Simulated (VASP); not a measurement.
# AlNi (Cmmm) in VASP: single point with LDA

Aim: the single point of AlNi with LDA.

Program: VASP 6.6.1. These are calculated values, not measurements. Logs are shortened: lines on timing, memory, paths and dates and some standing lists are left out, and cuts for length are marked.

### Step 1. The cell of the first run

The structure is orthorhombic, space group Cmmm (No. 65). Conventional cell: a = 3.877 Å, b = 3.906 Å, c = 3.099 Å, α = 90.00°, β = 90.00°, γ = 90.00°. Within 3.3 Å of Al (site symmetry mmm) lie 8 Ni at 2.48 to 2.49 Å and 6 Al at 2.75 to 3.10 Å. Ni (site symmetry mmm) has 8 Al at 2.48 to 2.49 Å and 6 Ni at 2.75 to 3.10 Å within 3.3 Å.

### Step 2. Single point, LDA, collinear spin, ferromagnetic start

INCAR

```
SYSTEM = AlNi
PREC = Accurate
ENCUT = 520
EDIFF = 1E-7
ISMEAR = -1
SIGMA = 0.05
LREAL = .FALSE.
LASPH = .TRUE.
NELM = 150
ALGO = Normal
ISIF = 2
LWAVE = .FALSE.
LCHARG = .FALSE.
ISPIN = 2
MAGMOM = 0 2
LORBIT = 11
LMAXMIX = 4
GGA = CA
NBANDS = 18
```

KPOINTS

```
regular mesh
0
G
  8 8 7
  0 0 0
```

POSCAR

```
AlNi
1.0
    2.7519970000      0.0000000000      0.0000000000
   -0.0205005762      2.7519206410      0.0000000000
    0.0000000000      0.0000000000      3.0994300000
Al Ni
1 1
Direct
    0.0000000000      0.0000000000      0.0000000000
    0.5000000000      0.5000000000      0.5000000000
```

Potentials or basis: VASP PAW LDA potentials, release 64 (Al, Ni).

On the command line:

```
$ cat potpaw_LDA.64/Al/POTCAR potpaw_LDA.64/Ni/POTCAR > POTCAR
$ mpirun -np 1 vasp_std > vasp.out
```

OUTCAR:

```text
SYSTEM = AlNi
   PREC = Accurate
   ENCUT = 520
   EDIFF = 1E-7
   ISMEAR = -1
   LREAL = .FALSE.
   LASPH = .TRUE.
   NELM = 150
   ISIF = 2
   ISPIN = 2
   LORBIT = 11
   GGA = CA

 ion  position               nearest neighbor table
   1  0.000  0.000  0.000-   2 2.48   2 2.48   2 2.48   2 2.48   2 2.49   2 2.49   2 2.49   2 2.49

   2  0.500  0.500  0.500-   1 2.48   1 2.48   1 2.48   1 2.48   1 2.49   1 2.49   1 2.49   1 2.49

  LATTYP: Found a base centered orthorhombic cell.
 ALAT       =     3.8773882869
 B/A-ratio  =     1.0074772996
 C/A-ratio  =     0.7993602318

  Lattice vectors:

 A1 = (   2.7519970000,   0.0000000000,   0.0000000000)
 A2 = (  -0.0205005762,   2.7519206410,   0.0000000000)
 A3 = (   0.0000000000,   0.0000000000,   3.0994300000)

Analysis of symmetry for initial positions (statically):
=====================================================================
 Subroutine PRICEL returns:
 Original cell was already a primitive cell.

 Routine SETGRP: Setting up the symmetry group for a
 base centered orthorhombic supercell.

 Subroutine GETGRP returns: Found  8 space group operations
 (whereof  8 operations were pure point group operations)
 out of a pool of  8 trial point group operations.

The static configuration has the point symmetry D_2h.

Analysis of symmetry for dynamics (positions and initial velocities):
=====================================================================
 Subroutine PRICEL returns:
 Original cell was already a primitive cell.

 Routine SETGRP: Setting up the symmetry group for a
 base centered orthorhombic supercell.

 Subroutine GETGRP returns: Found  8 space group operations
 (whereof  8 operations were pure point group operations)
 out of a pool of  8 trial point group operations.

The dynamic configuration has the point symmetry D_2h.

Analysis of structural, dynamic, and magnetic symmetry:
=====================================================================
 Subroutine PRICEL returns:
 Original cell was already a primitive cell.

 Routine SETGRP: Setting up the symmetry group for a
 base centered orthorhombic supercell.

 Subroutine GETGRP returns: Found  8 space group operations
 (whereof  8 operations were pure point group operations)
 out of a pool of  8 trial point group operations.

The overall configuration has the point symmetry D_2h.

 Subroutine INISYM returns: Found  8 space group operations
 (whereof  8 operations are pure point group operations),
 and found     1 'primitive' translations

----------------------------------------------------------------------------------------

[... 111 lines left out ...]
     AMIX     =   0.40;   BMIX     =  1.00
     AMIX_MAG =   1.60;   BMIX_MAG =  1.00
  volume/ion in A,a.u.               =      11.74        79.20
  Fermi-wavevector in a.u.,A,eV,Ry     =   1.344417  2.540580 24.591953  1.807458
  Thomas-Fermi vector in A             =   2.472412
   LORBIT       =     11    0 simple, 1 ext, 2 COOP (PROOUT), +10 PAW based schemes
   GGA     = CA    functional components
   LHFCALC =     F    Hartree Fock is set to
   AEXX    =    0.0000 exact exchange contribution
   IVDW    =     0    specifies the selected vdW correction
   LEPSILON=     F    determine dielectric tensor
   LRPA    =     F    only Hartree local field effects (RPA)
 spin polarized calculation
  energy-cutoff  :      520.00
  volume of cell :       23.47
 maximum number of plane-waves:       646
   NGX = 11   NGY = 11   NGZ = 11

 number of electron      13.0000021 magnetization       0.0000928

 number of electron      13.0000021 magnetization      -0.0001220

 Free energy of the ion-electron system (eV)
  ---------------------------------------------------
  ext. energy  EPLUGINS =         0.00000000
  ---------------------------------------------------
  free energy    TOTEN  =       -12.13163505 eV

  energy without entropy =      -12.12196590  energy(sigma->0) =      -12.12680048

 E-fermi :  10.0007     XC(G=0): -12.3918

 val. band max:        9.9803125481   @ k =  -0.3750   0.1250   0.0000
 cond. band min:      10.0037644045   @ k =   0.2500   0.0000   0.2857
 fundamental gap:      0.0234518564
 Fermi energy:        10.0007141374

 spin component 1

 k-point     1 :       0.0000    0.0000    0.0000
  band No.  band energies     occupation
      1      -1.2335      1.00000
      2       6.5550      1.00000
      3       6.6698      1.00000
      4       8.2928      1.00000
      5       8.3123      1.00000
      6       8.6071      1.00000
[... 493 lines left out ...]
     17      30.3156      0.00000
     18      34.1034      0.00000

 [... further k-points ...]

 spin component 2

 k-point     1 :       0.0000    0.0000    0.0000
  band No.  band energies     occupation
      1      -1.2336      1.00000
      2       6.5550      1.00000
      3       6.6698      1.00000
      4       8.2928      1.00000
      5       8.3123      1.00000
      6       8.6071      1.00000
[... 493 lines left out ...]
     17      30.3156      0.00000
     18      34.1034      0.00000

 [... further k-points ...]
[... 5 lines left out ...]
  --------------------------------------------------------------------------------------
  -------------------------------------------------------------------------------------
  Total       -0.4451834     -0.4434568     -1.1802979      0.1158832      0.0000000      0.0000000
  in kB      -30.3867207    -30.2688718    -80.5631630      7.9097943      0.0000000      0.0000000
  external PRESSURE =     -47.0729185 kB  Pullay stress =       0.0000000 kB

 VOLUME and BASIS-vectors are now :
 -----------------------------------------------------------------------------
  energy-cutoff  :      520.00
  volume of cell :       23.47
      direct lattice vectors                 reciprocal lattice vectors
     2.751997000  0.000000000  0.000000000     0.363372489  0.002706962  0.000000000
    -0.020500576  2.751920641  0.000000000     0.000000000  0.363382572  0.000000000
     0.000000000  0.000000000  3.099430000     0.000000000  0.000000000  0.322639969

 POSITION                                       TOTAL-FORCE (eV/Angst)
 -----------------------------------------------------------------------------------
      0.00000      0.00000      0.00000        -0.000000      0.000000      0.000000
      1.36575      1.37596      1.54971         0.000000      0.000000      0.000000
 -----------------------------------------------------------------------------------
    total drift:                               -0.000000      0.000000      0.000000

  FREE ENERGIE OF THE ION-ELECTRON SYSTEM (eV)
  ---------------------------------------------------
  free  energy   TOTEN  =       -12.1316350541 eV

  energy  without entropy=      -12.1219658986  energy(sigma->0) =      -12.12680048

 total charge

# of ion       s       p       d       tot
------------------------------------------
    1        0.394   0.428   0.000   0.821
    2        0.491   0.536   8.491   9.518
--------------------------------------------------
tot          0.885   0.964   8.491  10.340

 magnetization (x)

# of ion       s       p       d       tot
------------------------------------------
    1       -0.000  -0.000   0.000  -0.000
    2        0.000   0.000  -0.000  -0.000
--------------------------------------------------
tot         -0.000  -0.000  -0.000  -0.000
```

OSZICAR:

```text
N       E                     dE             d eps       ncg     rms          rms(c)
DAV:   1     0.453095666176E+02    0.45310E+02   -0.51485E+03  6200   0.780E+02
DAV:   2    -0.105805513284E+02   -0.55890E+02   -0.49179E+02  6536   0.164E+02
DAV:   3    -0.132874812580E+02   -0.27069E+01   -0.26551E+01  7274   0.371E+01
DAV:   4    -0.133200094212E+02   -0.32528E-01   -0.32498E-01  7048   0.364E+00
DAV:   5    -0.133205992309E+02   -0.58981E-03   -0.58976E-03  7158   0.535E-01    0.145E+01
DAV:   6    -0.158167527339E+02   -0.24962E+01   -0.43567E+01  6818   0.784E+01    0.168E+01
DAV:   7    -0.121638790234E+02    0.36529E+01   -0.13180E+01  6798   0.465E+01    0.137E+00
DAV:   8    -0.121475300249E+02    0.16349E-01   -0.27604E-01  7892   0.489E+00    0.115E+00
DAV:   9    -0.121319049957E+02    0.15625E-01   -0.48432E-02  7972   0.223E+00    0.597E-01
DAV:  10    -0.121317324596E+02    0.17254E-03   -0.93476E-04  7834   0.300E-01    0.214E-01
DAV:  11    -0.121316398152E+02    0.92644E-04   -0.87296E-04  7698   0.262E-01    0.640E-02
DAV:  12    -0.121316396807E+02    0.13455E-06   -0.25236E-05  7470   0.376E-02    0.404E-02
DAV:  13    -0.121316380466E+02    0.16341E-05   -0.38371E-06  8398   0.223E-02    0.258E-02
DAV:  14    -0.121316350866E+02    0.29600E-05   -0.20184E-06  7986   0.173E-02    0.364E-03
DAV:  15    -0.121316350541E+02    0.32502E-07   -0.11410E-07  3898   0.307E-03
   1 F= -.12131635E+02 E0= -.12126800E+02  d E =-.966916E-02  mag=     0.0000
```

stdout:

```text
POSCAR found type information on POSCAR AlNi
 POSCAR found :  2 types and       2 ions
 scaLAPACK will be used
 LDA part: xc-table for (Slater(with rela. corr.)+CA(PZ))
 , standard interpolation
 POSCAR, INCAR and KPOINTS ok, starting setup
 FFT: planning ... GRIDC
 FFT: planning ... GRID_SOFT
 FFT: planning ... GRID
 WAVECAR not read
 entering main loop
```

It took 21 s on 1 thread of Intel Xeon 6975P-C (Granite Rapids), shared host; peak memory 0.16 GiB.

What came out:

* Free energy: -12.1316 eV
* Pressure: -4.7 GPa
* Net moment: 0.00 μB per cell
* Valence electrons inside the program's atomic spheres: Al 0.82; Ni 9.52

Stress tensor (GPa, compression positive):
```
-3.04  0.79  0.00
 0.79 -3.03  0.00
 0.00  0.00 -8.06
```

Caveat: the starting moments collapsed, and a magnetic state may lie lower.
